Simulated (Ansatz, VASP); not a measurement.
# TiAl in VASP and in Ansatz

Contents of POSCAR:

```
TiAl
1.0
    3.1790640000      0.0278168100      0.0000000000
    0.0278168100      3.1790640000      0.0000000000
    0.0000000000      0.0000000000      3.1790640000
Ti Al
1 1
Direct
    0.0000000000      0.0000000000      0.0000000000
    0.5000000000      0.5000000000      0.5000000000
```

The input INCAR.step1:

```
PREC = Accurate
ENCUT = 520
ISMEAR = 0
SIGMA = 0.15
LREAL = False
LASPH = True
NELM = 100
NBANDS = 14
GGA = PE
ALGO = Normal
EDIFF = 1E-4
LWAVE = True
LCHARG = False
```

File INCAR.step2:

```
PREC = Accurate
ENCUT = 520
EDIFF = 1E-6
ISMEAR = 0
SIGMA = 0.15
LREAL = False
LASPH = True
NELM = 100
ALGO = Normal
ISIF = 2
LWAVE = False
LCHARG = False
METAGGA = R2SCAN
LMIXTAU = True
NBANDS = 14
ISTART = 1
```

KPOINTS

```
Automatic mesh
0
Gamma
  16 16 16
```

Input for Ansatz:

```yaml
crystal:
  lattice:
    - [3.179064, 0.02781681, 0.0]
    - [0.02781681, 3.179064, 0.0]
    - [0.0, 0.0, 3.179064]
  atoms:
    - { symbol: Ti, position: [0.0, 0.0, 0.0] }
    - { symbol: Al, position: [0.5, 0.5, 0.5] }
basis:
  ecutwfc: 500
kpoints:
  mp_grid: { grid: [16, 16, 16] }
hamiltonian:
  xc: r2scan
scf:
  occupations: { method: gaussian, width: 0.15 }
output:
  forces: true
  stress: true
  eigenvalues: true
```

Change from the starting cell: strain +0.0175 x Voigt [0, 0, 0, 0, 0, 1], atoms carried along.

Alike in both runs: task single point; functional r2SCAN; k mesh 16 × 16 × 16; occupations gaussian, width 0.15 eV; no spin polarisation.

|  | VASP | Ansatz |
| --- | --- | --- |
| version | VASP 6.6.1 | Ansatz 0.2.0 |
| potentials or method | VASP PAW PBE potentials, release 64 (Ti_sv, Al), cutoff 520 eV | scalar-relativistic, plane waves, PAW |
| valence electrons in the cell | 15 | 15 |

```tsv
	VASP	Ansatz	Ansatz less VASP
gap on the k mesh at the Fermi level (eV)	none	none	-
pressure (GPa)	-0.7	-0.8	-0.08
traceless stress, the component that is largest in VASP (GPa)	-1.35	-1.36	-0.007
```

VASP's potentials were made for PBE, not for r2SCAN. A gap of «none» marks a metal or a gap that the smearing closes.
